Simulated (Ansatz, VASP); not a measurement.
Two plane-wave programs on Ta

```
CELL_PARAMETERS angstrom
0.00000 2.08252 2.08252
2.08252 0.00000 2.08252
2.08252 2.08252 0.00000
ATOMIC_POSITIONS crystal
Ta 0.00000 0.00000 0.00000
```

Alike in both runs: task relaxation of cell and atoms; functional BLYP; k mesh 13 × 13 × 13; occupations fermi-dirac, width 0.1 eV; no spin polarisation.

|  | VASP | Ansatz |
| --- | --- | --- |
| version | VASP 6.6.1 | Ansatz 0.2.0 |
| potentials or method | VASP PAW PBE potentials, release 64 (Ta_sv_GW), cutoff 500 eV | plane waves (420 eV) with PAW, scalar-relativistic |
| valence electrons in the cell | 13 | 13 |

|  | VASP | Ansatz | Ansatz less VASP |
| --- | --- | --- | --- |
| relaxed volume (Å³/atom) | 19.33 | 19.39 | +0.065 |
| relaxed length of the cell vector where the two differ most in proportion (Å) | 3.012 | 3.016 | +0.0034 |

VASP's potentials were made for PBE, not for BLYP.

Neither program's run includes spin-orbit coupling.
